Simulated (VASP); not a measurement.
Runs of VASP 6.6.1 on Bi3F. The structure is that of space group Im-3m (No. 229), or close to it. The cells are those of the table. 

```tsv
task	cell	k mesh	cutoff (eV)	gap on the mesh (eV)	pressure (GPa)
single point	a = 5.303 Å, angles 109.5°, 4 atoms	4 × 4 × 4	520	none	(a)
single point	a = 5.412 Å, angles 109.5°, 4 atoms	4 × 4 × 4	520	none	-0.2
relaxation of cell and atoms	relaxed from a = 5.412 Å, angles 109.5°, 4 atoms	10 × 10 × 10	600	none	0.0
single point	a = 5.407 Å, angles 109.5°, 4 atoms	10 × 10 × 10	520	none	-0.1
```

Alike in all rows: level PBE; potentials or basis VASP PAW PBE potentials, release 64 (Bi_d, F); no spin polarisation; smearing gaussian 0.1 eV.

Problem. Fill in the values left out.

Solution. (a) 2.5.

Caveats: some runs use coarse meshes; spin-orbit coupling is left out, which moves the levels of the heavy elements.

A k mesh can miss the band edges, and the runs leave out spin-orbit coupling on Bi.

A gap of «none» marks levels without a gap at the run's occupations.
